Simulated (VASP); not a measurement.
# SnPb2O3 (P4/nmm) in VASP: single point with PBE

Aim: the single point of SnPb2O3 with PBE.

Program: VASP 6.6.1. These are calculated values, not measurements. Logs are shortened: lines on timing, memory, paths and dates and some standing lists are left out, and cuts for length are marked.

**1. The cell of the first run**

The structure is tetragonal, space group P4/nmm (No. 129). Conventional cell: a = 3.987 Å, b = 3.987 Å, c = 16.408 Å, α = 90.00°, β = 90.00°, γ = 90.00°. Within 3.0 Å of Sn (site symmetry 4mm) lie 4 O at 2.28 Å. Pb (site symmetry 4mm) has 4 O at 2.33 Å within 3.1 Å. Within 3.1 Å of Pb (site symmetry 4mm) lie 4 O at 2.34 Å. O (site symmetry 2mm) has 2 Sn at 2.28 Å and 2 Pb at 2.34 Å and 4 O at 2.82 Å within 3.0 Å. O (site symmetry -4m2) has 4 Pb at 2.33 Å and 4 O at 2.82 Å within 3.1 Å.

**2. Single point, PBE**

Contents of INCAR:

```
SYSTEM = SnPb2O3
PREC = Accurate ; ENCUT = 520
EDIFF = 1E-6 ; ISMEAR = 0
SIGMA = 0.02 ; LREAL = .False.
LASPH = .True. ; NELM = 80
ALGO = Normal ; ISIF = 2
LWAVE = .False. ; LCHARG = .False.
GGA = PE ; NBANDS = 72
```

Contents of KPOINTS:

```
regular mesh
0
Gamma
  8 8 2
  0 0 0
```

Contents of POSCAR:

```
SnPb2O3
1.0
    3.9871020000      0.0000000000      0.0000000000
    0.0000000000      3.9871020000      0.0000000000
    0.0000000000      0.0000000000     16.4079978000
Sn Pb O
2 4 6
Direct
    0.0000000000      0.5000000000      0.7413130000
    0.5000000000      0.0000000000      0.2586870000
    0.0000000000      0.5000000000      0.0740920000
    0.0000000000      0.5000000000      0.4012470000
    0.5000000000      0.0000000000      0.9259080000
    0.5000000000      0.0000000000      0.5987530000
    0.0000000000      0.0000000000      0.6733270000
    0.0000000000      0.0000000000      0.0000000000
    0.0000000000      0.0000000000      0.3266730000
    0.5000000000      0.5000000000      0.6733270000
    0.5000000000      0.5000000000      0.0000000000
    0.5000000000      0.5000000000      0.3266730000
```

Potentials or basis: VASP PAW PBE potentials, release 64 (Sn_d, Pb_d, O).

Launch:

```bash
> cat potpaw_PBE.64/Sn_d/POTCAR potpaw_PBE.64/Pb_d/POTCAR potpaw_PBE.64/O/POTCAR > POTCAR
> mpirun -np 1 vasp_std > vasp.out
```

OUTCAR:

```text
SYSTEM = SnPb2O3
   PREC = Accurate
   ENCUT = 520
   EDIFF = 1E-6
   ISMEAR = 0
   LREAL = .False.
   LASPH = .True.
   NELM = 80
   ISIF = 2
   GGA = PE

 ion  position               nearest neighbor table
   1  0.000  0.500  0.741-   7 2.28  10 2.28   7 2.28  10 2.28   6 3.66   6 3.66   6 3.66   6 3.66

   2  0.500  0.000  0.259-   9 2.28  12 2.28  12 2.28   9 2.28   4 3.66   4 3.66   4 3.66   4 3.66

   3  0.000  0.500  0.074-   8 2.33  11 2.33   8 2.33  11 2.33   5 3.72   5 3.72   5 3.72   5 3.72

   4  0.000  0.500  0.401-   9 2.34  12 2.34   9 2.34  12 2.34   2 3.66   2 3.66   2 3.66   2 3.66

   5  0.500  0.000  0.926-   8 2.33  11 2.33  11 2.33   8 2.33   3 3.72   3 3.72   3 3.72   3 3.72

   6  0.500  0.000  0.599-   7 2.34  10 2.34  10 2.34   7 2.34   1 3.66   1 3.66   1 3.66   1 3.66

   7  0.000  0.000  0.673-   1 2.28   1 2.28   6 2.34   6 2.34
   8  0.000  0.000  0.000-   3 2.33   5 2.33   3 2.33   5 2.33
   9  0.000  0.000  0.327-   2 2.28   2 2.28   4 2.34   4 2.34
  10  0.500  0.500  0.673-   1 2.28   1 2.28   6 2.34   6 2.34
  11  0.500  0.500  0.000-   3 2.33   5 2.33   5 2.33   3 2.33
  12  0.500  0.500  0.327-   2 2.28   2 2.28   4 2.34   4 2.34

  LATTYP: Found a simple tetragonal cell.
 ALAT       =     3.9871020000
 C/A-ratio  =     4.1152691353

  Lattice vectors:

 A1 = (   3.9871020000,   0.0000000000,   0.0000000000)
 A2 = (   0.0000000000,   3.9871020000,   0.0000000000)
 A3 = (   0.0000000000,   0.0000000000,  16.4079978000)

Analysis of symmetry for initial positions (statically):
=====================================================================
 Subroutine PRICEL returns:
 Original cell was already a primitive cell.

 Routine SETGRP: Setting up the symmetry group for a
 simple tetragonal supercell.

 Subroutine GETGRP returns: Found 16 space group operations
 (whereof  8 operations were pure point group operations)
 out of a pool of 16 trial point group operations.

The static configuration has the point symmetry D_2d.
 The point group associated with its full space group is D_4h.

Analysis of symmetry for dynamics (positions and initial velocities):
=====================================================================
 Subroutine PRICEL returns:
 Original cell was already a primitive cell.

 Routine SETGRP: Setting up the symmetry group for a
 simple tetragonal supercell.

 Subroutine GETGRP returns: Found 16 space group operations
 (whereof  8 operations were pure point group operations)
 out of a pool of 16 trial point group operations.

The dynamic configuration has the point symmetry D_2d.
 The point group associated with its full space group is D_4h.

 Subroutine INISYM returns: Found 16 space group operations
 (whereof  8 operations are pure point group operations),
 and found     1 'primitive' translations

----------------------------------------------------------------------------------------

                                     Primitive cell

  volume of cell :     260.8377

  direct lattice vectors                    reciprocal lattice vectors
     3.987102000  0.000000000  0.000000000     0.250808733  0.000000000  0.000000000
     0.000000000  3.987102000  0.000000000     0.000000000  0.250808733  0.000000000
     0.000000000  0.000000000 16.407997800     0.000000000  0.000000000  0.060945888

  length of vectors
     3.987102000  3.987102000 16.407997800     0.250808733  0.250808733  0.060945888

  position of ions in fractional coordinates (direct lattice)
     0.000000000  0.500000000  0.741313000
     0.500000000  0.000000000  0.258687000
     0.000000000  0.500000000  0.074092000
     0.000000000  0.500000000  0.401247000
     0.500000000  0.000000000  0.925908000
     0.500000000  0.000000000  0.598753000
     0.000000000  0.000000000  0.673327000
     0.000000000  0.000000000  0.000000000
     0.000000000  0.000000000  0.326673000
     0.500000000  0.500000000  0.673327000
     0.500000000  0.500000000  0.000000000
     0.500000000  0.500000000  0.326673000

  ion indices of the primitive-cell ions
   primitive index   ion index
                 1           1
                 2           2
                 3           3
                 4           4
                 5           5
                 6           6
                 7           7
                 8           8
                 9           9
                10          10
                11          11
                12          12

----------------------------------------------------------------------------------------

 KPOINTS: regular mesh

Automatic generation of k-mesh.
 Grid dimensions read from file:
 generate k-points for:    8    8    2

 Generating k-lattice:

  Cartesian coordinates                     Fractional coordinates (reciprocal lattice)
     0.031351092  0.000000000  0.000000000     0.125000000  0.000000000  0.000000000
     0.000000000  0.031351092  0.000000000     0.000000000  0.125000000  0.000000000
     0.000000000  0.000000000  0.030472944     0.000000000  0.000000000  0.500000000

  Length of vectors
     0.031351092  0.031351092  0.030472944

  Shift w.r.t. Gamma in fractional coordinates (k-lattice)
     0.000000000  0.000000000  0.000000000

 Subroutine IBZKPT returns following result:
 ===========================================

 Found     30 irreducible k-points:

 Following reciprocal coordinates:
            Coordinates               Weight
  0.000000  0.000000  0.000000      1.000000
  0.125000  0.000000  0.000000      4.000000
  0.250000  0.000000  0.000000      4.000000
  0.375000  0.000000  0.000000      4.000000
  0.500000  0.000000  0.000000      2.000000
  0.125000  0.125000  0.000000      4.000000
[... 16 lines left out ...]
  0.375000  0.125000  0.500000      8.000000
  0.500000  0.125000  0.500000      4.000000
 [... further k-points ...]
   k-points           NKPTS =     30   k-points in BZ     NKDIM =     30   number of bands    NBANDS=     72
   number of dos      NEDOS =    301   number of ions     NIONS =     12
   total plane-waves  NPLWV = 113400
   dimension x,y,z NGX =    30 NGY =   30 NGZ =  126
   dimension x,y,z NGXF=    60 NGYF=   60 NGZF=  252
   ions per type =               2   4   6
   NGX,Y,Z   is equivalent  to a cutoff of  12.51, 12.51, 12.77 a.u.
   NGXF,Y,Z  is equivalent  to a cutoff of  25.02, 25.02, 25.53 a.u.
 SYSTEM =  SnPb2O3
   PREC   = accura    normal or accurate (medium, high low for compatibility)
   ISTART =      0    job   : 0-new  1-cont  2-samecut
   ICHARG =      2    charge: 1-file 2-atom 10-const
   ISPIN  =      1    spin polarized calculation?
   LNONCOLLINEAR =      F non collinear calculations
   LSORBIT =      F    spin-orbit coupling
   LASPH  =      T    aspherical Exc in radial PAW
   ENCUT  =  520.0 eV  38.22 Ry    6.18 a.u.   7.41  7.41 30.51*2*pi/ulx,y,z
   NELM   =     80;   NELMIN=  2; NELMDL= -5     # of ELM steps
   EDIFF  = 0.1E-05   stopping-criterion for ELM
   LREAL  =      F    real-space projection
   EDIFFG = 0.1E-04   stopping-criterion for IOM
   NSW    =      0    number of steps for IOM
   IBRION =     -1    ionic relax: 0-MD 1-quasi-New 2-CG
   NFREE  =      0    steps in history (QN), initial steepest desc. (CG)
   ISIF   =      2    stress and relaxation
   ISYM   =      2    0-nonsym 1-usesym 2-fastsym
   POTIM  = 0.5000    time-step for ionic-motion
   TEBEG  =    0.0;   TEEND  =   0.0 temperature during run
   PSTRESS=    0.0 pullay stress
   NELECT =     120.0000    total number of electrons
   NUPDOWN=      -1.0000    fix difference up-down
   EMIN   =  10.00;   EMAX   =-10.00  energy-range for DOS
   EFERMI =   0.00;   METHOD = LEGACY
   ISMEAR =     0;   SIGMA  =   0.02  broadening in eV -4-tet -1-fermi 0-gaus
   EFERMI_NEDOS =   21; number of points for ismear=-14 and -15
   IALGO  =     38    algorithm
   IMIX   =      4    mixing-type and parameters
     AMIX     =   0.40;   BMIX     =  1.00
     AMIX_MAG =   1.60;   BMIX_MAG =  1.00
  volume/ion in A,a.u.               =      21.74       146.68
  Fermi-wavevector in a.u.,A,eV,Ry     =   1.263800  2.388236 21.731109  1.597191
  Thomas-Fermi vector in A             =   2.397139
   LORBIT       =      0    0 simple, 1 ext, 2 COOP (PROOUT), +10 PAW based schemes
   GGA     = PE    functional components
   LHFCALC =     F    Hartree Fock is set to
   AEXX    =    0.0000 exact exchange contribution
   IVDW    =     0    specifies the selected vdW correction
   LEPSILON=     F    determine dielectric tensor
   LRPA    =     F    only Hartree local field effects (RPA)
 non-spin polarized calculation
 Gauss-broadening in eV      SIGMA  =   0.02
  energy-cutoff  :      520.00
  volume of cell :      260.84
 maximum number of plane-waves:      7086
 NGX is ok and might be reduce to    30
   NGX = 15   NGY = 15   NGZ = 61

 number of electron     120.0000001 magnetization

 Free energy of the ion-electron system (eV)
  ---------------------------------------------------
  ext. energy  EPLUGINS =         0.00000000
  ---------------------------------------------------
  free energy    TOTEN  =       -65.63153993 eV

  energy without entropy =      -65.63153993  energy(sigma->0) =      -65.63153993

 E-fermi :   4.7513     XC(G=0):  -9.2255

 val. band max:        4.5900269288   @ k =   0.1250   0.0000   0.0000
 cond. band min:       5.6921902025   @ k =   0.0000   0.0000   0.5000
 fundamental gap:      1.1021632737
 Fermi energy:         4.7512732770

 k-point     1 :       0.0000    0.0000    0.0000
  band No.  band energies     occupation
      1     -16.5884      2.00000
      2     -16.5883      2.00000
      3     -16.3860      2.00000
      4     -16.3860      2.00000
      5     -16.3860      2.00000
      6     -16.3860      2.00000
[... 64 lines left out ...]
     71      10.0849      0.00000
     72      10.0851      0.00000
[... 1723 lines left out ...]
     71      10.3094      0.00000
     72      10.3138      0.00000

 [... further k-points ...]

------------------------ aborting loop because EDIFF is reached ----------------------------------------

  FORCE on cell =-STRESS in cart. coord.  units (eV):
  Direction    XX          YY          ZZ          XY          YZ          ZX
  --------------------------------------------------------------------------------------
  -------------------------------------------------------------------------------------
  Total        0.1650780      0.1650780      0.1642948      0.0000000      0.0000000      0.0000000
  in kB        1.0139803      1.0139803      1.0091696      0.0000000      0.0000000      0.0000000
  external PRESSURE =       1.0123768 kB  Pullay stress =       0.0000000 kB

 VOLUME and BASIS-vectors are now :
 -----------------------------------------------------------------------------
  energy-cutoff  :      520.00
  volume of cell :      260.84
      direct lattice vectors                 reciprocal lattice vectors
     3.987102000  0.000000000  0.000000000     0.250808733  0.000000000  0.000000000
     0.000000000  3.987102000  0.000000000     0.000000000  0.250808733  0.000000000
     0.000000000  0.000000000 16.407997800     0.000000000  0.000000000  0.060945888

 POSITION                                       TOTAL-FORCE (eV/Angst)
 -----------------------------------------------------------------------------------
      0.00000      1.99355     12.16346        -0.000000      0.000000      0.065165
      1.99355      0.00000      4.24454        -0.000000      0.000000     -0.065165
      0.00000      1.99355      1.21570        -0.000000     -0.000000      0.040789
      0.00000      1.99355      6.58366        -0.000000      0.000000      0.039750
      1.99355      0.00000     15.19230         0.000000      0.000000     -0.040789
      1.99355      0.00000      9.82434         0.000000      0.000000     -0.039750
      0.00000      0.00000     11.04795        -0.000000      0.000000     -0.012195
      0.00000      0.00000      0.00000        -0.000000     -0.000000      0.000000
      0.00000      0.00000      5.36005        -0.000000      0.000000      0.012195
      1.99355      1.99355     11.04795         0.000000     -0.000000     -0.012195
      1.99355      1.99355      0.00000         0.000000      0.000000      0.000000
      1.99355      1.99355      5.36005        -0.000000     -0.000000      0.012195
 -----------------------------------------------------------------------------------
    total drift:                                0.000000      0.000000      0.000000

  FREE ENERGIE OF THE ION-ELECTRON SYSTEM (eV)
  ---------------------------------------------------
  free  energy   TOTEN  =       -65.6315399302 eV

  energy  without entropy=      -65.6315399302  energy(sigma->0) =      -65.63153993
```

Run time: 13 min. Hardware: 1 thread of Intel Xeon 8259CL, shared host; peak memory 0.62 GiB.

Results:

```yaml
Free_energy: -65.6315 eV
Pressure: 0.1 GPa
Largest_force: 0.065 eV/Å
Band_gap_on_the_k_mesh: 1.10 eV (least direct gap 1.12 eV)
```

Forces in eV/Å, atoms in the order of the input:
```
Sn   0.000  0.000  0.065
Sn   0.000  0.000 -0.065
Pb   0.000  0.000  0.041
Pb   0.000  0.000  0.040
Pb   0.000  0.000 -0.041
Pb   0.000  0.000 -0.040
O    0.000  0.000 -0.012
O    0.000  0.000  0.000
O    0.000  0.000  0.012
O    0.000  0.000 -0.012
O    0.000  0.000  0.000
O    0.000  0.000  0.012
```

Levels at points of the mesh, in eV from the valence-band top:
```
           k point  band 58  band 59  band 60  band 61  band 62  band 63
(0.00, 0.00, 0.00)    -1.14    -0.97    -0.02     1.10     1.81     1.81
(0.50, 0.00, 0.00)    -1.35    -1.01    -1.01     1.95     1.95     2.85
(0.50, 0.50, 0.00)    -1.47    -0.65    -0.65     1.13     1.13     2.28
(0.00, 0.00, 0.50)    -1.25    -0.70    -0.08     1.10     1.75     1.85
(0.50, 0.00, 0.50)    -1.38    -0.99    -0.99     1.95     1.95     2.86
(0.50, 0.50, 0.50)    -1.48    -0.65    -0.65     1.24     1.24     1.77
```

Caveat: spin-orbit coupling is left out, which moves the levels of the heavy elements.
